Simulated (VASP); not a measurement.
PbO:

```
Pb O
1.0
     4.03392    0.00000    0.00000
     0.00000    4.03392    0.00000
     0.00000    0.00000    4.98554
Pb O
2 2
Direct
  0.00000 0.50000 0.23810
  0.50000 0.00000 0.76190
  0.50000 0.50000 0.00000
  0.00000 0.00000 0.00000
```

| Property | Result |
| --- | --- |
| Program | VASP 6.6.1 |
| Task | relaxation of cell and atoms |
| Functional | r2SCAN |
| Dispersion | rVV10 |
| Potentials or basis | VASP PAW PBE potentials, release 64 (Pb_d, O) |
| Cutoff | 600 eV |
| k mesh | 6 × 6 × 6 |
| Occupations | fermi-dirac, width 0.02 eV |
| Spin | no spin polarisation |

At the start: pressure -2.0 GPa; volume 20.28 Å³/atom.

Where does the relaxation end?

Over 6 steps the energy falls by 3.1 meV/atom and the volume is 19.82 Å³/atom (-2.3 %); space group P4/nmm (No. 129, to 0.1 Å) before and after.

Step by step:
```tsv
step	energy change (eV)	largest force (eV/Å)	pressure (GPa)	volume (Å³)
1	0.0000	0.2560	-1.97	81.13
2	-0.0004	0.4367	1.94	78.24
3	-0.0113	0.0844	-0.08	79.64
4	-0.0122	0.0437	-0.05	79.47
5	-0.0126	0.0094	0.00	79.26
6	-0.0126	0.0017	-0.01	79.28
```

Final structure:
```xyz
4
Lattice="3.9909 0.0000 0.0000 0.0000 3.9909 0.0000 0.0000 0.0000 4.9777" Properties=species:S:1:pos:R:3 pbc="T T T"
Pb    0.0000    1.9955    1.1861
Pb    1.9955    0.0000    3.7916
O     1.9955    1.9955    0.0000
O     0.0000    0.0000    0.0000
```

Caveat: the PAW data sets were made with another functional, which shifts forces and pressure a little.
